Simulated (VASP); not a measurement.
# Zn (P6_3/mmc) in VASP: a series of runs, part 2 of 2

VASP 6.6.1.

### 3 Relaxation of cell and atoms, LDA

This run uses another cell than the first one, of 15.33 Å³/atom.

The input, INCAR:

```
SYSTEM = Zn
ALGO = Normal
EDIFF = 1E-6
EDIFFG = -0.02
ENCUT = 600
IBRION = 2
ISIF = 3
ISMEAR = 0
LASPH = .TRUE.
LCHARG = .FALSE.
LREAL = .FALSE.
LWAVE = .FALSE.
NELM = 100
NSW = 80
PREC = Accurate
SIGMA = 0.05
```

The input, KPOINTS:

```
k-points
0
G
  17 17 8
  0 0 0
```

The input, POSCAR:

```
Zn
1.0
    2.6700000000      0.0000000000      0.0000000000
   -1.3350000000      2.3122880000      0.0000000000
    0.0000000000      0.0000000000      4.9660000000
Zn
2
Direct
    0.3333333333      0.6666666667      0.2500000000
    0.6666666667      0.3333333333      0.7500000000
```

Potentials or basis: VASP PAW LDA potentials, release 64 (Zn).

Launch:

```
$ cat potpaw_LDA.64/Zn/POTCAR > POTCAR
$ mpirun -np 1 vasp_std > vasp.out
```

OUTCAR:

```text
SYSTEM = Zn
   EDIFF = 1E-6
   EDIFFG = -0.02
   ENCUT = 600
   IBRION = 2
   ISIF = 3
   ISMEAR = 0
   LASPH = .TRUE.
   LREAL = .FALSE.
   NELM = 100
   NSW = 80
   PREC = Accurate

 ion  position               nearest neighbor table
   1  0.333  0.667  0.250-   2 2.92   2 2.92   2 2.92   2 2.92   2 2.92   2 2.92
   2  0.667  0.333  0.750-   1 2.92   1 2.92   1 2.92   1 2.92   1 2.92   1 2.92

  LATTYP: Found a hexagonal cell.
 ALAT       =     2.6700000000
 C/A-ratio  =     1.8599250936

  Lattice vectors:

 A1 = (   2.6700000000,   0.0000000000,   0.0000000000)
 A2 = (  -1.3350000000,   2.3122880000,   0.0000000000)
 A3 = (   0.0000000000,   0.0000000000,   4.9660000000)

Analysis of symmetry for initial positions (statically):
=====================================================================
 Subroutine PRICEL returns:
 Original cell was already a primitive cell.

 Routine SETGRP: Setting up the symmetry group for a
 hexagonal supercell.

 Subroutine GETGRP returns: Found 24 space group operations
 (whereof 12 operations were pure point group operations)
 out of a pool of 24 trial point group operations.

The static configuration has the point symmetry D_3d.
 The point group associated with its full space group is D_6h.

Analysis of symmetry for dynamics (positions and initial velocities):
=====================================================================
 Subroutine PRICEL returns:
 Original cell was already a primitive cell.

 Routine SETGRP: Setting up the symmetry group for a
 hexagonal supercell.

 Subroutine GETGRP returns: Found 24 space group operations
 (whereof 12 operations were pure point group operations)
 out of a pool of 24 trial point group operations.

The dynamic configuration has the point symmetry D_3d.
 The point group associated with its full space group is D_6h.

 Subroutine INISYM returns: Found 24 space group operations
 (whereof 12 operations are pure point group operations),
 and found     1 'primitive' translations

----------------------------------------------------------------------------------------

                                     Primitive cell

  volume of cell :      30.6591

  direct lattice vectors                    reciprocal lattice vectors
     2.670000000  0.000000000  0.000000000     0.374531835  0.216236040  0.000000000
    -1.335000000  2.312288000  0.000000000     0.000000000  0.432472080  0.000000000
     0.000000000  0.000000000  4.966000000     0.000000000  0.000000000  0.201369311

  length of vectors
     2.670000000  2.670000149  4.966000000     0.432472104  0.432472080  0.201369311

  position of ions in fractional coordinates (direct lattice)
     0.333333333  0.666666667  0.250000000
     0.666666667  0.333333333  0.750000000

  ion indices of the primitive-cell ions
   primitive index   ion index
                 1           1
                 2           2

----------------------------------------------------------------------------------------

 KPOINTS: k-points

Automatic generation of k-mesh.
 Grid dimensions read from file:
[... 59 lines left out ...]
   ISPIN  =      1    spin polarized calculation?
   LNONCOLLINEAR =      F non collinear calculations
   LSORBIT =      F    spin-orbit coupling
   LASPH  =      T    aspherical Exc in radial PAW
   ENCUT  =  600.0 eV  44.10 Ry    6.64 a.u.   5.33  5.33  9.92*2*pi/ulx,y,z
   NELM   =    100;   NELMIN=  2; NELMDL= -5     # of ELM steps
   EDIFF  = 0.1E-05   stopping-criterion for ELM
   LREAL  =      F    real-space projection
   EDIFFG = -.2E-01   stopping-criterion for IOM
   NSW    =     80    number of steps for IOM
   IBRION =      2    ionic relax: 0-MD 1-quasi-New 2-CG
   NFREE  =      1    steps in history (QN), initial steepest desc. (CG)
   ISIF   =      3    stress and relaxation
   ISYM   =      2    0-nonsym 1-usesym 2-fastsym
   POTIM  = 0.5000    time-step for ionic-motion
   TEBEG  =    0.0;   TEEND  =   0.0 temperature during run
   PSTRESS=    0.0 pullay stress
   NELECT =      24.0000    total number of electrons
   NUPDOWN=      -1.0000    fix difference up-down
   EMIN   =  10.00;   EMAX   =-10.00  energy-range for DOS
   EFERMI =   0.00;   METHOD = LEGACY
   ISMEAR =     0;   SIGMA  =   0.05  broadening in eV -4-tet -1-fermi 0-gaus
   EFERMI_NEDOS =   21; number of points for ismear=-14 and -15
   IALGO  =     38    algorithm
   IMIX   =      4    mixing-type and parameters
     AMIX     =   0.40;   BMIX     =  1.00
     AMIX_MAG =   1.60;   BMIX_MAG =  1.00
  volume/ion in A,a.u.               =      15.33       103.45
  Fermi-wavevector in a.u.,A,eV,Ry     =   1.508778  2.851177 30.972443  2.276410
  Thomas-Fermi vector in A             =   2.619187
   LORBIT       =      0    0 simple, 1 ext, 2 COOP (PROOUT), +10 PAW based schemes
   GGA     = CA    functional components
   LHFCALC =     F    Hartree Fock is set to
   AEXX    =    0.0000 exact exchange contribution
   IVDW    =     0    specifies the selected vdW correction
   LEPSILON=     F    determine dielectric tensor
   LRPA    =     F    only Hartree local field effects (RPA)
 conjugate gradient relaxation of ions
 non-spin polarized calculation
 Gauss-broadening in eV      SIGMA  =   0.05
  energy-cutoff  :      600.00
  volume of cell :       30.66
 maximum number of plane-waves:      1064
 NGX is ok and might be reduce to    24
   NGX = 11   NGY = 11   NGZ = 19

--------------------------------------- Ionic step        1  -------------------------------------------

 number of electron      24.0000003 magnetization

 Free energy of the ion-electron system (eV)
  ---------------------------------------------------
  ext. energy  EPLUGINS =         0.00000000
  ---------------------------------------------------
  free energy    TOTEN  =        -3.64334639 eV

  energy without entropy =       -3.64223264  energy(sigma->0) =       -3.64278952

------------------------ aborting loop because EDIFF is reached ----------------------------------------

  FORCE on cell =-STRESS in cart. coord.  units (eV):
  Direction    XX          YY          ZZ          XY          YZ          ZX
  --------------------------------------------------------------------------------------
  -------------------------------------------------------------------------------------
  Total       -1.8880657     -1.8880660     -1.2865889      0.0000000     -0.0000000      0.0000000
  in kB      -98.6660588    -98.6660734    -67.2342355      0.0000000     -0.0000000      0.0000000
  external PRESSURE =     -88.1887892 kB  Pullay stress =       0.0000000 kB
[... 89 lines left out ...]
  FREE ENERGIE OF THE ION-ELECTRON SYSTEM (eV)
  ---------------------------------------------------
  free  energy   TOTEN  =        -3.7442634699 eV

  energy  without entropy=       -3.7436618690  energy(sigma->0) =       -3.74396267

[... ionic steps 4 to 7 ...]

--------------------------------------- Ionic step        8  -------------------------------------------

 number of electron      24.0000010 magnetization

------------------------ aborting loop because EDIFF is reached ----------------------------------------
[... 67 lines left out ...]
--------------------------------------- Ionic step       10  -------------------------------------------

 number of electron      24.0000012 magnetization

 Free energy of the ion-electron system (eV)
  ---------------------------------------------------
  ext. energy  EPLUGINS =         0.00000000
  ---------------------------------------------------
  free energy    TOTEN  =        -3.75168744 eV

  energy without entropy =       -3.75092918  energy(sigma->0) =       -3.75130831

 E-fermi :   3.8331     XC(G=0): -12.5534

 val. band max:        3.8187713532   @ k =   0.2941   0.2941   0.3750
 cond. band min:       3.8359013603   @ k =   0.2353   0.2353   0.1250
 fundamental gap:      0.0171300072
 Fermi energy:         3.8331150882

 k-point     1 :       0.0000    0.0000    0.0000
  band No.  band energies     occupation
      1      -7.5957      2.00000
      2      -5.3585      2.00000
      3      -4.4755      2.00000
      4      -4.2719      2.00000
      5      -4.2719      2.00000
      6      -4.1918      2.00000
[... 433 lines left out ...]
      3      -4.6220      2.00000
      4      -4.5866      2.00000
      5      -4.2989      2.00000
      6      -4.2364      2.00000
[... 8 lines left out ...]
     15      10.6600      0.00000
     16      17.2788      0.00000

 [... further k-points ...]

------------------------ aborting loop because EDIFF is reached ----------------------------------------

  FORCE on cell =-STRESS in cart. coord.  units (eV):
  Direction    XX          YY          ZZ          XY          YZ          ZX
  --------------------------------------------------------------------------------------
  -------------------------------------------------------------------------------------
  Total        0.0333232      0.0333232     -0.0188187      0.0000000      0.0000000      0.0000000
  in kB        1.9811538      1.9811541     -1.1188248      0.0000000      0.0000000      0.0000000
  external PRESSURE =       0.9478277 kB  Pullay stress =       0.0000000 kB
[... 17 lines left out ...]
  FREE ENERGIE OF THE ION-ELECTRON SYSTEM (eV)
  ---------------------------------------------------
  free  energy   TOTEN  =        -3.7516874373 eV

  energy  without entropy=       -3.7509291844  energy(sigma->0) =       -3.75130831

 reached required accuracy - stopping structural energy minimisation
```

OSZICAR:

```text
N       E                     dE             d eps       ncg     rms          rms(c)
DAV:   1     0.101311513769E+03    0.10131E+03   -0.14027E+04  5376   0.259E+03
[... 80 lines left out ...]
       N       E                     dE             d eps       ncg     rms          rms(c)
DAV:   1    -0.375790013487E+01   -0.64835E-02   -0.11503E-01  6312   0.395E+00    0.504E-01
DAV:   2    -0.375354516020E+01    0.43550E-02   -0.87507E-03  6648   0.208E+00    0.272E-01
DAV:   3    -0.375190567534E+01    0.16395E-02   -0.11479E-03  7632   0.619E-01    0.104E-01
DAV:   4    -0.375168557573E+01    0.22010E-03   -0.38546E-04  7816   0.327E-01    0.200E-02
DAV:   5    -0.375168814876E+01   -0.25730E-05   -0.52399E-05  5920   0.104E-01    0.652E-03
DAV:   6    -0.375168743726E+01    0.71150E-06   -0.53726E-06  5312   0.476E-02
  10 F= -.37516874E+01 E0= -.37513083E+01  d E =-.735708E-02
```

Wall time 4.4 min (1 thread of AMD EPYC 9R45 (Zen 5), shared host); peak memory 0.18 GiB.

What came out:

```
Free energy                           : -3.7517 eV
Relaxed volume                        : 13.47 Å³/atom
Relaxed cell                          : a = 2.602 Å, b = 2.602 Å, c = 4.596 Å, α = 90.00°, β = 90.00°, γ = 120.00°
Space group after relaxing (to 0.1 Å) : P6_3/mmc (No. 194)
Energy gained by relaxing             : 54.2 meV/atom
Ionic steps                           : 10
Pressure after relaxing               : 0.1 GPa
Band gap on the k mesh                : zero (bands 12 and 13 overlap by 3.67 eV)
```

The path:
```tsv
step	energy change (eV)	largest force (eV/Å)	pressure (GPa)	volume (Å³)
1	0.0000	0.0000	-8.82	30.66
2	-0.0986	0.0000	1.23	27.06
3	-0.1009	0.0000	0.19	27.42
4	-0.1010	0.0000	-0.09	27.50
5	-0.1013	0.0000	-0.16	27.47
6	-0.1021	0.0000	-0.13	27.39
7	-0.1047	0.0000	-0.16	27.23
8	-0.1082	0.0000	0.22	26.89
9	-0.1081	0.0000	0.12	27.00
10	-0.1083	0.0000	0.09	26.95
```

Final structure:
```xyz
2
Lattice="2.6020 0.0000 0.0000 -1.3010 2.2534 0.0000 0.0000 0.0000 4.5960" Properties=species:S:1:pos:R:3 pbc="T T T"
Zn    0.0000    1.5023    1.1490
Zn    1.3010    0.7511    3.4470
```

LDA usually gives volumes a few per cent too small. Zero-point motion and thermal expansion aren't in these numbers.
